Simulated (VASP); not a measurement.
A run of VASP 6.6.1:

File INCAR:

```
  PREC = Accurate
  ENCUT = 600
  EDIFF = 1E-6
  ISMEAR = 0
  SIGMA = 0.02
  LREAL = False
  LASPH = True
  NELM = 200
  ALGO = Normal
  ISIF = 2
  LWAVE = False
  LCHARG = True
  ISPIN = 2
  MAGMOM = -3.74 3.74 0 0
  LORBIT = 11
  LMAXMIX = 4
  LDAU = True
  LDAUTYPE = 2
  LDAUL = 2 -1
  LDAUU = 5.3 0
  LDAUJ = 0 0
  LDAUPRINT = 1
  GGA = PE
  LELF = True
  LVHAR = True
  NBANDS = 34
  GGA_COMPAT = False
```

Contents of KPOINTS:

```
regular mesh
0
Gamma
  10 10 6
```

The input POSCAR:

```
FeO
1.0
    2.6529231604     -1.6241342783      0.0247482073
    2.6529231604      1.6241342783      0.0247482073
   -1.3147081794      0.0000000000      5.0547240432
Fe O
2 2
Direct
    0.5000000000      0.5000000000      0.5000000000
    0.0000000000      0.0000000000      0.0000000000
    0.7500000000      0.7500000000      0.2500000000
    0.2500000000      0.2500000000      0.7500000000
```

Potentials or basis: VASP PAW PBE potentials, release 64 (Fe_sv, O).

Command:

```console
$ cat potpaw_PBE.64/Fe_sv/POTCAR potpaw_PBE.64/O/POTCAR > POTCAR
$ mpirun -np 1 vasp_std > vasp.out
```

Hardware: 1 thread of Intel(R) Xeon(R) 6975P-C (Granite Rapids) (shared host).

Problem. Estimate the wall time of this run.

Solution. Run time: 18 min on 1 thread of Intel(R) Xeon(R) 6975P-C (Granite Rapids) (shared host), peak memory 0.53 GiB. Counts: scf iterations 46, k points 172.
